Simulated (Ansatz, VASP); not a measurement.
One calculation of BAs, two programs

```xyz
2
Lattice="0.0000 2.3885 2.2930 2.3885 0.0000 2.2930 2.3885 2.3885 0.0000" Properties=species:S:1:pos:R:3 pbc="T T T"
B     0.0000    0.0000    0.0000
As    3.5827    3.5827    3.4394
```

Change from the starting cell: strain +0.000 along x and y, -0.040 along z, atoms carried along.

Alike in both runs: task single point; functional LDA; k mesh 10 × 10 × 10; occupations gaussian, width 0.05 eV; no spin polarisation.

```csv
,VASP,Ansatz
version,VASP 6.6.1,Ansatz 0.2.0
potentials or method,"VASP PAW LDA potentials, release 64 (B_h, As_d), cutoff 1230 eV","scalar-relativistic, plane waves, PAW"
valence electrons in the cell,18,18
```

Ansatz gave:

```
gap on the k mesh at the Fermi level (eV)                     : 0.48
least direct gap on the mesh (eV)                             : 2.88
pressure (GPa)                                                : 1.9
traceless stress, the component that is largest in VASP (GPa) : 5.51
```

Question: Estimate VASP's values.

Answer: gap on the k mesh at the Fermi level (eV): 0.47; least direct gap on the mesh (eV): 2.88; pressure (GPa): 2.2; traceless stress, the component that is largest in VASP (GPa): 5.50.

LDA's correlation is that of Perdew and Zunger in VASP and of Perdew and Wang (1992) in Ansatz.
